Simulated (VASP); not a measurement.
Crystal: Si3O2.

```xyz
5
Lattice="4.3536 0.0000 0.0000 0.0000 4.3536 0.0000 0.0000 0.0000 3.6017" Properties=species:S:1:pos:R:3 pbc="T T T"
Si    0.0000    0.0000    2.8037
Si    0.0000    0.0000    0.7980
Si    2.1768    2.1768    1.8009
O     0.0000    2.1768    0.1678
O     2.1768    0.0000    3.4339
```

| Property | Result |
| --- | --- |
| Program | VASP 6.6.1 |
| Task | relaxation of cell and atoms |
| Functional | PBE |
| Potentials or basis | VASP PAW PBE potentials, release 64 (Si, O) |
| Cutoff | 600 eV |
| k mesh | 4 × 4 × 6 |
| Occupations | gaussian, width 0.1 eV |
| Spin | no spin polarisation |

At the start: pressure 35.2 GPa; volume 13.65 Å³/atom.

Question: How do energy, volume and symmetry change on relaxing?

Answer: Over 25 steps the energy falls by 2074.9 meV/atom and the volume is 10.64 Å³/atom (-22.0 %); space group P-4m2 (No. 115, to 0.05 Å).

Step by step:
```tsv
step	energy change (eV)	largest force (eV/Å)	pressure (GPa)	volume (Å³)
1	0.0000	26.4059	35.17	68.27
2	91.5311	275.8474	115.02	93.59
3	33.7020	1.5558	-55.80	125.11
4	30.3989	1.9613	-54.61	124.79
5	32.9543	96.6300	21.55	115.84
6	26.5560	1.8909	-50.44	124.09
7	15.2619	2.0113	-50.69	121.02
8	9.8235	0.4814	-44.53	118.71
9	8.0636	2.9345	-36.31	117.34
10	8.2017	8.6629	-30.17	116.61
11	-9.6081	2.1497	-6.65	56.58
12	-9.5806	1.7757	-14.58	60.55
13	-9.6573	1.9358	-11.54	59.00
14	-9.1465	4.8356	25.91	51.37
15	-9.9394	0.9594	-0.85	55.93
16	-9.9401	0.9059	-0.30	55.80
17	-10.1445	0.8230	1.22	54.53
18	-10.2115	1.7256	10.66	51.46
19	-10.2739	1.2758	4.55	52.92
20	-10.3281	0.7290	-5.23	54.30
21	-10.3483	0.4171	-2.11	53.82
22	-10.3699	0.2343	-0.53	53.33
23	-10.3729	0.1358	0.42	53.08
24	-10.3742	0.0692	0.36	53.25
25	-10.3743	0.0369	0.37	53.22
```

Final structure:
```
CELL_PARAMETERS angstrom
3.01513 0.00000 0.00000
0.00000 3.01513 0.00000
0.00000 0.00000 5.85428
ATOMIC_POSITIONS crystal
Si 0.00000 0.00000 0.75154
Si 0.00000 0.00000 0.24846
Si 0.50000 0.50000 0.50000
O 0.00000 0.50000 0.09370
O 0.50000 0.00000 0.90630
```

Caveat: the k points lie up to 0.52 Å⁻¹ apart in the final cell; the volume moved by over 15 % at a fixed basis, so the end points are rough.
